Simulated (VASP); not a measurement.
Set up this calculation in VASP 6.6.1, as the native input.

| Item | Value |
| --- | --- |
| Task | single point |
| Functional | HSE06 |
| Potentials or basis | VASP PAW PBE potentials, release 64 (Ba_sv, Te) |
| Cutoff | 520 eV |
| k mesh | 4 × 4 × 4 |
| Occupations | gaussian, width 0.01 eV |
| Spin | no spin polarisation |
| Dipole correction | no |
| Grid for exact exchange (PRECFOCK) | Normal |
| Further INCAR settings | ALGO = Normal; EDIFF = 1e-07; NBANDS = 15 |
| Share of exact exchange | 0.25 |
| Screening parameter | 0.2079 1/Å |

BaTe:

```
Ba Te
1.0
     0.00000    3.91416    3.91416
     3.91416    0.00000    3.91416
     3.91416    3.91416    0.00000
Ba Te
1 1
Direct
  0.00000 0.00000 0.00000
  0.25000 0.25000 0.25000
```

The input as run:

POSCAR

```
BaTe
1.0
    0.0000000000      3.9141586740      3.9141586740
    3.9141586740      0.0000000000      3.9141586740
    3.9141586740      3.9141586740      0.0000000000
Ba Te
1 1
Direct
    0.0000000000      0.0000000000      0.0000000000
    0.2500000000      0.2500000000      0.2500000000
```

INCAR.step1

```
  ALGO = Normal
  EDIFF = 1E-5
  ENCUT = 520
  GGA = PE
  ISIF = 2
  ISMEAR = 0
  LASPH = T
  LREAL = F
  LWAVE = T
  NBANDS = 15
  NELM = 100
  PREC = Accurate
  SIGMA = 0.01
```

INCAR.step2

```
  ALGO = Normal
  EDIFF = 1E-7
  ENCUT = 520
  GGA = PE
  HFSCREEN = 0.2079
  ISIF = 2
  ISMEAR = 0
  ISTART = 1
  LASPH = T
  LCHARG = T
  LELF = T
  LHFCALC = T
  LREAL = F
  LVHAR = T
  LWAVE = F
  NBANDS = 15
  NELM = 100
  PREC = Accurate
  PRECFOCK = Normal
  SIGMA = 0.01
```

KPOINTS

```
k-points
0
Gamma
  4 4 4
```

Potentials or basis: VASP PAW PBE potentials, release 64 (Ba_sv, Te).

The run is started by

```bash
$ cat potpaw_PBE.64/Ba_sv/POTCAR potpaw_PBE.64/Te/POTCAR > POTCAR
$ cp INCAR.step1 INCAR
$ mpirun -np 1 vasp_std > vasp.out
$ cp INCAR.step2 INCAR
$ mpirun -np 1 vasp_std > vasp.out
```

Results of the run:

| Property | Result |
| --- | --- |
| Pressure | 0.0 GPa |
| Band gap on the k mesh | 3.29 eV (least direct gap 3.69 eV) |

Caveat: the structure was generated, so it needn't be the stable form of BaTe; the PAW data sets were made with another functional, which shifts forces and pressure a little; spin-orbit coupling is left out, which moves the levels of the heavy elements.

Wall time 11 min on 1 thread of Intel(R) Xeon(R) 6975P-C (Granite Rapids), on a shared host, peak memory 0.38 GiB.
